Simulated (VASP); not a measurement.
Runs of VASP 6.6.1 on TaSF. The structure is that of space group P4/mmm (No. 123), or close to it. The cells are those of the table. 

```tsv
task	spin	cell	k mesh	cutoff (eV)	gap on the mesh (eV)	pressure (GPa)	moment (μB)	relaxed volume (Å³/atom)
single point	off	a = 3.466, b = 3.466, c = 4.168 Å, 3 atoms	14 × 14 × 12	520	none	0.1	-	-
single point	collinear, ferromagnetic start	a = 3.792, b = 3.792, c = 4.436 Å, 3 atoms	4 × 4 × 4	520	none	(b)	0.82	-
relaxation of cell and atoms	off	relaxed from a = 3.466, b = 3.466, c = 4.168 Å, 3 atoms	14 × 14 × 12	600	none	0.0	-	16.71
relaxation of cell and atoms	off	relaxed from a = 3.450, b = 3.450, c = 4.193 Å, 3 atoms	6 × 6 × 4	600	none	-0.2	-	(a)
single point	off	a = 3.466, b = 3.466, c = 4.168 Å, 3 atoms	6 × 6 × 4	520	none	0.3	-	-
single point	collinear, ferromagnetic start	a = 3.450, b = 3.450, c = 4.193 Å, 3 atoms	4 × 4 × 4	520	none	-0.2	0.06	-
```

Alike in all rows: level PBE; potentials or basis VASP PAW PBE potentials, release 64 (Ta_pv, S, F); smearing gaussian 0.1 eV.

Problem. Estimate the missing entries.

Solution. (a) 16.75; (b) -18.9.

Caveats: some runs use coarse meshes; spin-orbit coupling is left out, which moves the levels of the heavy elements.

A k mesh can miss the band edges, and the runs leave out spin-orbit coupling on Ta.

A gap of «none» marks levels without a gap at the run's occupations.
